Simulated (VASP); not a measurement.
LiCl, 2 atoms in the cell. It takes space group I-4m2 (No. 119, tetragonal). Conventional cell: a = 3.846 Å, b = 3.846 Å, c = 5.506 Å, α = 90.00°, β = 90.00°, γ = 90.00°. Within 3.1 Å of Li (site symmetry -4m2) lie 4 Cl at 2.36 Å. Within 3.1 Å of Cl (site symmetry -4m2) lie 4 Li at 2.36 Å.  This cell differs from its parent crystal: epitaxial xy strain -0.5%.

- Program: VASP 6.6.1
- Task: single point
- Functional: r2SCAN
- Potentials or basis: VASP PAW PBE potentials, release 64 (Li_sv, Cl)
- Cutoff: 520 eV
- k mesh: 8 × 8 × 8
- Occupations: gaussian, width 0.01 eV
- Spin: no spin polarisation
- Dipole correction: no
- Further INCAR settings: ALGO = Normal; EDIFF = 1e-07; NBANDS = 12

Potentials or basis: VASP PAW PBE potentials, release 64 (Li_sv, Cl).

The run is started by

```bash
$ cat potpaw_PBE.64/Li_sv/POTCAR potpaw_PBE.64/Cl/POTCAR > POTCAR
$ cp INCAR.step1 INCAR
$ mpirun -np 1 vasp_std > vasp.out
$ cp INCAR.step2 INCAR
$ mpirun -np 1 vasp_std > vasp.out
```

Hardware: 1 thread of Intel(R) Xeon(R) Platinum 8488C (Sapphire Rapids) (shared host).

Estimate the wall time of this run.

Run time: 92 s on 1 thread of Intel(R) Xeon(R) Platinum 8488C (Sapphire Rapids) (shared host), peak memory 0.17 GiB. Counts: k points 59.
